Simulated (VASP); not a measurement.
# CdS (Greenockite) (P6_3mc) in VASP: notebook

CdS (Greenockite) is run at these levels: PBE; tasks: single point.

All numbers are computed with VASP 6.6.1; they aren't measurements. Logs are shortened: lines on timing, memory, paths and dates and some standing lists are left out, and cuts for length are marked.

## 1. The cell of the first run

Symmetry: P6_3mc, No. 186, hexagonal system. Conventional cell: a = 4.007 Å, b = 4.007 Å, c = 6.505 Å, α = 90.00°, β = 90.00°, γ = 120.00°. Within 3.2 Å of Cd (site symmetry 3m) lie 4 S at 2.44 to 2.45 Å. Within 3.2 Å of S (site symmetry 3m) lie 4 Cd at 2.44 to 2.45 Å.

## 2. Single point, PBE

Contents of INCAR:

```
PREC = Accurate
ENCUT = 520
EDIFF = 1E-7
ISMEAR = 1
SIGMA = 0.05
LREAL = False
LASPH = True
NELM = 100
ALGO = Normal
ISIF = 2
LWAVE = False
LCHARG = False
GGA = PE
NBANDS = 26
```

Contents of KPOINTS:

```
regular mesh
0
Gamma
  6 6 4
```

Contents of POSCAR:

```
CdS
1.0
    4.0067809461      0.0000000000      0.0000000000
   -2.0033904731      3.4699736757      0.0000000000
    0.0000000000      0.0000000000      6.5045019841
Cd S
2 2
Direct
    0.3333333333      0.6666666667      0.0000000000
    0.6666666667      0.3333333333      0.5000000000
    0.3333333333      0.6666666667      0.3750000000
    0.6666666667      0.3333333333      0.8750000000
```

Potentials or basis: VASP PAW PBE potentials, release 64 (Cd, S).

On the command line:

```bash
$ cat potpaw_PBE.64/Cd/POTCAR potpaw_PBE.64/S/POTCAR > POTCAR
$ mpirun -np 1 vasp_std > vasp.out
```

OUTCAR:

```text
PREC = Accurate
   ENCUT = 520
   EDIFF = 1E-7
   ISMEAR = 1
   LREAL = False
   LASPH = True
   NELM = 100
   ISIF = 2
   GGA = PE

 ion  position               nearest neighbor table
   1  0.333  0.667  0.000-   3 2.44   4 2.45   4 2.45   4 2.45
   2  0.667  0.333  0.500-   4 2.44   3 2.45   3 2.45   3 2.45
   3  0.333  0.667  0.375-   1 2.44   2 2.45   2 2.45   2 2.45
   4  0.667  0.333  0.875-   2 2.44   1 2.45   1 2.45   1 2.45

  LATTYP: Found a hexagonal cell.
 ALAT       =     4.0067809461
 C/A-ratio  =     1.6233734940

  Lattice vectors:

 A1 = (   4.0067809461,   0.0000000000,   0.0000000000)
 A2 = (  -2.0033904731,   3.4699736757,   0.0000000000)
 A3 = (   0.0000000000,   0.0000000000,   6.5045019841)

Analysis of symmetry for initial positions (statically):
=====================================================================
 Subroutine PRICEL returns:
 Original cell was already a primitive cell.

 Routine SETGRP: Setting up the symmetry group for a
 hexagonal supercell.

 Subroutine GETGRP returns: Found 12 space group operations
 (whereof  6 operations were pure point group operations)
 out of a pool of 24 trial point group operations.

The static configuration has the point symmetry C_3v.
 The point group associated with its full space group is C_6v.

Analysis of symmetry for dynamics (positions and initial velocities):
=====================================================================
 Subroutine PRICEL returns:
 Original cell was already a primitive cell.

 Routine SETGRP: Setting up the symmetry group for a
 hexagonal supercell.

 Subroutine GETGRP returns: Found 12 space group operations
 (whereof  6 operations were pure point group operations)
 out of a pool of 24 trial point group operations.

The dynamic configuration has the point symmetry C_3v.
 The point group associated with its full space group is C_6v.

 Subroutine INISYM returns: Found 12 space group operations
 (whereof  6 operations are pure point group operations),
 and found     1 'primitive' translations

----------------------------------------------------------------------------------------

                                     Primitive cell

  volume of cell :      90.4349

  direct lattice vectors                    reciprocal lattice vectors
     4.006780946  0.000000000  0.000000000     0.249576908  0.144093312  0.000000000
[... 85 lines left out ...]
   NELM   =    100;   NELMIN=  2; NELMDL= -5     # of ELM steps
   EDIFF  = 0.1E-06   stopping-criterion for ELM
   LREAL  =      F    real-space projection
   EDIFFG = 0.1E-05   stopping-criterion for IOM
   NSW    =      0    number of steps for IOM
   IBRION =     -1    ionic relax: 0-MD 1-quasi-New 2-CG
   NFREE  =      0    steps in history (QN), initial steepest desc. (CG)
   ISIF   =      2    stress and relaxation
   ISYM   =      2    0-nonsym 1-usesym 2-fastsym
   POTIM  = 0.5000    time-step for ionic-motion
   TEBEG  =    0.0;   TEEND  =   0.0 temperature during run
   PSTRESS=    0.0 pullay stress
   NELECT =      36.0000    total number of electrons
   NUPDOWN=      -1.0000    fix difference up-down
   EMIN   =  10.00;   EMAX   =-10.00  energy-range for DOS
   EFERMI =   0.00;   METHOD = LEGACY
   ISMEAR =     1;   SIGMA  =   0.05  broadening in eV -4-tet -1-fermi 0-gaus
   EFERMI_NEDOS =   21; number of points for ismear=-14 and -15
   IALGO  =     38    algorithm
   IMIX   =      4    mixing-type and parameters
     AMIX     =   0.40;   BMIX     =  1.00
     AMIX_MAG =   1.60;   BMIX_MAG =  1.00
  volume/ion in A,a.u.               =      22.61       152.57
  Fermi-wavevector in a.u.,A,eV,Ry     =   1.204288  2.275774 19.732663  1.450310
  Thomas-Fermi vector in A             =   2.340017
   LORBIT       =      0    0 simple, 1 ext, 2 COOP (PROOUT), +10 PAW based schemes
   GGA     = PE    functional components
   LHFCALC =     F    Hartree Fock is set to
   AEXX    =    0.0000 exact exchange contribution
   IVDW    =     0    specifies the selected vdW correction
   LEPSILON=     F    determine dielectric tensor
   LRPA    =     F    only Hartree local field effects (RPA)
 non-spin polarized calculation
 Methfessel and Paxton  Order N= 1 SIGMA  =   0.05
  energy-cutoff  :      520.00
  volume of cell :       90.43
 maximum number of plane-waves:      2479
 NGX is ok and might be reduce to    30
   NGX = 15   NGY = 15   NGZ = 25

 number of electron      35.9999997 magnetization

 Free energy of the ion-electron system (eV)
  ---------------------------------------------------
  ext. energy  EPLUGINS =         0.00000000
  ---------------------------------------------------
  free energy    TOTEN  =       -11.86959072 eV

  energy without entropy =      -11.86963994  energy(sigma->0) =      -11.86960713

 E-fermi :   2.2026     XC(G=0):  -9.5865

 val. band max:        2.1614728985   @ k =   0.0000   0.0000   0.0000
 cond. band min:       3.6043285094   @ k =   0.0000   0.0000   0.0000
 fundamental gap:      1.4428556110
 Fermi energy:         2.2025517905

 k-point     1 :       0.0000    0.0000    0.0000
  band No.  band energies     occupation
      1     -10.8322      2.00000
      2     -10.3007      2.00000
      3      -5.9499      2.00000
      4      -5.9217      2.00000
      5      -5.9217      2.00000
      6      -5.8101      2.00000
[... 598 lines left out ...]
     25      11.5310      0.00000
     26      11.5310      0.00000

------------------------ aborting loop because EDIFF is reached ----------------------------------------

  FORCE on cell =-STRESS in cart. coord.  units (eV):
  Direction    XX          YY          ZZ          XY          YZ          ZX
  --------------------------------------------------------------------------------------
  -------------------------------------------------------------------------------------
  Total        5.9676694      5.9676679      6.5737339     -0.0000000      0.0000000      0.0000000
  in kB      105.7254408    105.7254157    116.4627050     -0.0000000      0.0000000      0.0000000
  external PRESSURE =     109.3045205 kB  Pullay stress =       0.0000000 kB

 VOLUME and BASIS-vectors are now :
 -----------------------------------------------------------------------------
  energy-cutoff  :      520.00
  volume of cell :       90.43
      direct lattice vectors                 reciprocal lattice vectors
     4.006780946  0.000000000  0.000000000     0.249576908  0.144093312  0.000000000
    -2.003390473  3.469973676  0.000000000     0.000000000  0.288186624  0.000000000
     0.000000000  0.000000000  6.504501984     0.000000000  0.000000000  0.153739672

 POSITION                                       TOTAL-FORCE (eV/Angst)
 -----------------------------------------------------------------------------------
     -0.00000      2.31332      0.00000         0.000000      0.000000     -0.090904
      2.00339      1.15666      3.25225        -0.000000     -0.000000     -0.090904
     -0.00000      2.31332      2.43919         0.000000      0.000000      0.090904
      2.00339      1.15666      5.69144        -0.000000      0.000000      0.090904
 -----------------------------------------------------------------------------------
    total drift:                               -0.000000     -0.000000     -0.000594

  FREE ENERGIE OF THE ION-ELECTRON SYSTEM (eV)
  ---------------------------------------------------
  free  energy   TOTEN  =       -11.8695907195 eV

  energy  without entropy=      -11.8696399434  energy(sigma->0) =      -11.86960713
```

Run time: 85 s. Hardware: 1 thread of Intel Xeon 8259CL, shared host; peak memory 0.21 GiB.

What came out:

| Quantity | Value |
| --- | --- |
| Free energy | -11.8696 eV |
| Pressure | 10.9 GPa |
| Largest force | 0.091 eV/Å |
| Band gap on the k mesh | 1.44 eV, direct |

Forces on the atoms (eV/Å):
```
Cd   0.000  0.000 -0.091
Cd   0.000  0.000 -0.091
S    0.000  0.000  0.091
S    0.000  0.000  0.091
```

## 3. Single point, PBE

This run uses another cell than the first one, of 23.24 Å³/atom, 1.028 times its volume.

Contents of INCAR:

```
  ALGO = Normal
  EDIFF = 1E-7
  ENCUT = 520
  GGA = PE
  ISIF = 2
  ISMEAR = 1
  LASPH = T
  LCHARG = F
  LREAL = F
  LWAVE = F
  NBANDS = 26
  NELM = 80
  PREC = Accurate
  SIGMA = 0.05
```

Contents of KPOINTS:

```
k-points
0
Gamma
  6 6 4
```

Contents of POSCAR:

```
CdS
1.0
    4.0435424578      0.0000000000      0.0000000000
   -2.0217712289      3.5018100749      0.0000000000
    0.0000000000      0.0000000000      6.5641796477
Cd S
2 2
Direct
    0.3333333333      0.6666666667      0.0000000000
    0.6666666667      0.3333333333      0.5000000000
    0.3333333333      0.6666666667      0.3750000000
    0.6666666667      0.3333333333      0.8750000000
```

Potentials or basis: VASP PAW PBE potentials, release 64 (Cd, S).

On the command line:

```bash
$ cat potpaw_PBE.64/Cd/POTCAR potpaw_PBE.64/S/POTCAR > POTCAR
$ mpirun -np 1 vasp_std > vasp.out
```

Wall time 98 s (1 thread of Intel Xeon 8259CL, shared host); peak memory 0.21 GiB.

The run converged. Its results:

| Property | Result |
| --- | --- |
| Free energy | -12.0207 eV |
| Pressure | 8.4 GPa |
| Largest force | 0.085 eV/Å |
| Band gap on the k mesh | 1.38 eV, direct |

Forces in eV/Å, atoms in the order of the input:
```
Cd   0.000  0.000 -0.085
Cd   0.000  0.000 -0.085
S    0.000  0.000  0.085
S    0.000  0.000  0.085
```

Stress tensor (GPa, compression positive):
```
8.03 0.00 0.00
0.00 8.03 0.00
0.00 0.00 8.98
```

Levels at points of the mesh, in eV from the valence-band top:
```csv
k point,band 15,band 16,band 17,band 18,band 19,band 20,band 21,band 22
"(0.00, 0.00, 0.00)",-0.87,-0.05,0.00,0.00,1.38,2.89,6.45,6.45
"(0.50, 0.00, 0.00)",-2.98,-2.13,-1.49,-0.84,3.87,3.87,5.07,6.67
"(0.00, 0.00, 0.50)",-0.45,-0.45,-0.45,-0.45,3.01,3.01,6.28,6.28
"(0.50, 0.00, 0.50)",-1.52,-1.52,-1.50,-1.50,3.51,3.51,5.42,5.42
```

Expect the measured gap to be larger: semilocal functionals such as PBE lack the derivative discontinuity.

(Part 1 of 2 ends here.)
